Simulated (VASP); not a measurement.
Be:

```
Be
1.0
     2.28530    0.00000    0.00000
    -1.14265    1.97913    0.00000
     0.00000    0.00000    3.58420
Be
2
Cartesian
  0.0000 1.3194 0.8961
  1.1426 0.6597 2.6882
```

- Program: VASP 6.6.1
- Task: relaxation of cell and atoms
- Functional: PBEsol
- Potentials or basis: VASP PAW PBE potentials, release 64 (Be)
- Cutoff: 600 eV
- k mesh: 22 × 22 × 12
- Occupations: fermi-dirac, width 0.05 eV
- Spin: no spin polarisation

At the start: pressure -3.6 GPa; volume 8.11 Å³/atom.

Q: Where does the relaxation end?

A: Over 3 steps the energy falls by 3.1 meV/atom and the volume is 7.85 Å³/atom (-3.1 %); space group P6_3/mmc (No. 194, to 0.1 Å) before and after.

The path:
```csv
step,energy change (eV),largest force (eV/Å),pressure (GPa),volume (Å³)
1,0.0000,0.0000,-3.60,16.21
2,-0.0061,0.0000,-0.56,15.79
3,-0.0062,0.0000,0.05,15.71
```

Final structure:
```
CELL_PARAMETERS angstrom
2.25702 0.00000 0.00000
-1.12851 1.95464 0.00000
0.00000 0.00000 3.56069
ATOMIC_POSITIONS crystal
Be 0.33333 0.66667 0.25000
Be 0.66667 0.33333 0.75000
```

Caveat: the PAW data sets were made with another functional, which shifts forces and pressure a little.
